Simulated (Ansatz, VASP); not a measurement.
## Two plane-wave programs on Ru

The input INCAR:

```
PREC = Accurate ; ENCUT = 520
EDIFF = 1E-6 ; ISMEAR = 0
SIGMA = 0.1 ; LREAL = False
LASPH = True ; NELM = 100
ALGO = Normal ; ISIF = 2
LWAVE = False ; LCHARG = True
GGA = PE ; LELF = True
LVHAR = True ; NBANDS = 21
```

KPOINTS

```
regular mesh
0
Gamma
  15 15 8
```

POSCAR

```
Ru
1.0
    2.7199966806      0.0000000000      0.0000000000
   -1.3599983403      2.3555862236      0.0000000000
    0.0000000000      0.0000000000      4.2967708194
Ru
2
Direct
    0.3333333333      0.6666666667      0.2500000000
    0.6666666667      0.3333333333      0.7500000000
```

Input for Ansatz:

```yaml
crystal:
  lattice:
    - [2.7199966806, 0.0, 0.0]
    - [-1.3599983403, 2.3555862236, 0.0]
    - [0.0, 0.0, 4.2967708194]
  atoms:
    - { symbol: Ru, position: [0.3333333333, 0.6666666667, 0.25] }
    - { symbol: Ru, position: [0.6666666667, 0.3333333333, 0.75] }
basis:
  ecutwfc: 420
kpoints:
  mp_grid: { grid: [15, 15, 8] }
hamiltonian:
  xc: pbe
scf:
  occupations: { method: gaussian, width: 0.1 }
output:
  forces: true
  stress: true
  eigenvalues: true
```

Alike in both runs: task single point; functional PBE; k mesh 15 × 15 × 8; occupations gaussian, width 0.1 eV; no spin polarisation.

```csv
,VASP,Ansatz
version,VASP 6.6.1,Ansatz 0.2.0
potentials or method,"VASP PAW PBE potentials, release 64 (Ru_pv), cutoff 520 eV","scalar-relativistic, plane waves, PAW"
valence electrons in the cell,28,32
```

```tsv
	VASP	Ansatz	Ansatz less VASP
gap on the k mesh at the Fermi level (eV)	none	none	-
pressure (GPa)	-0.1	0.0	+0.10
traceless stress, the component that is largest in VASP (GPa)	-0.07	-0.09	-0.013
```

A gap of «none» marks a metal or a gap that the smearing closes. VASP's potentials hold 28 valence electrons a cell and Ansatz's 32, so a difference there can come from the potentials and not from the codes.
